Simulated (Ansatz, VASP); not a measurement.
# One calculation of CdS, two programs

```
Cd S
1.0
     4.13480    0.00000    0.00000
    -2.06740    3.58084    0.00000
     0.00000    0.00000    6.68151
Cd S
2 2
Direct
  0.33333 0.66667 0.00000
  0.66667 0.33333 0.50000
  0.33333 0.66667 0.38500
  0.66667 0.33333 0.88500
```

Change from the starting cell: zz strain of -1 %, crystal datasets.

Alike in both runs: task electric field gradients; functional PBEsol; k mesh 7 × 7 × 4; occupations fermi-dirac, width 0.01 eV; no spin polarisation.

```csv
,VASP,Ansatz
version,VASP 6.6.1,Ansatz 0.2.0
potentials or method,"VASP PAW PBE potentials, release 64 (Cd, S), cutoff 520 eV","all-electron PAW with datasets made for the crystal, scalar-relativistic"
```

|  | VASP | Ansatz | Ansatz less VASP |
| --- | --- | --- | --- |
| gap on the k mesh at the Fermi level (eV) | 1.12 | 1.12 | -0.004 |
| pressure (GPa) | 0.4 | 0.0 | -0.38 |
| traceless stress, the component that is largest in VASP (GPa) | -0.86 | -0.81 | +0.041 |
| rms of the force components (eV/Å) | 0.116 | 0.113 | -0.0036 |
| size of Vzz on the site where it differs most (V/Å²) | 27.9 | 25.1 | -2.78 |

VASP's potentials were made for PBE, not for PBEsol. Atom by atom the forces differ by 0.004 eV/Å (rms over components). Ansatz ran all-electron here, and VASP with PAW potentials.
